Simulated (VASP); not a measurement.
A run of VASP 6.6.1:

Contents of INCAR:

```
SYSTEM = CaB6
PREC     = Accurate       ! precision mode
ENCUT    = 520            ! plane-wave cutoff, eV
EDIFF    = 1E-7           ! SCF threshold, eV
ISMEAR   = 0              ! smearing method
SIGMA    = 0.0597         ! smearing width, eV
LREAL    = .FALSE.        ! projectors in reciprocal space
LASPH    = .TRUE.         ! aspherical terms in the spheres
NELM     = 100            ! most SCF steps
ALGO     = Normal         ! electronic algorithm
ISIF     = 2              ! what is computed and relaxed
LWAVE    = .FALSE.        ! write WAVECAR
LCHARG   = .FALSE.        ! write CHGCAR
GGA      = PE             ! functional
NBANDS   = 23             ! bands
```

Contents of KPOINTS:

```
Automatic mesh
0
G
  6 6 6
  0 0 0
```

Contents of POSCAR:

```
CaB6
1.0
    4.1777740000      0.0000000000      0.0000000000
    0.0000000000      4.1777740000      0.0000000000
    0.0000000000      0.0000000000      4.1777740000
Ca B
1 6
Direct
    0.5000000000      0.5000000000      0.5000000000
    0.0000000000      0.0000000000      0.2930000000
    0.0000000000      0.0000000000      0.7070000000
    0.2930000000      0.0000000000      0.0000000000
    0.7070000000      0.0000000000      0.0000000000
    0.0000000000      0.2930000000      0.0000000000
    0.0000000000      0.7070000000      0.0000000000
```

Potentials or basis: VASP PAW PBE potentials, release 64 (Ca_sv, B).

Launch:

```bash
$ cat potpaw_PBE.64/Ca_sv/POTCAR potpaw_PBE.64/B/POTCAR > POTCAR
$ mpirun -np 1 vasp_std > vasp.out
```

Hardware: 1 thread of Intel Xeon 8259CL, on a shared host.

Task: How long does it take, and how much memory?

Result: Wall time 39 s on 1 thread of Intel Xeon 8259CL (shared host), peak memory 0.18 GiB. Counts: scf iterations 16, k points 20.
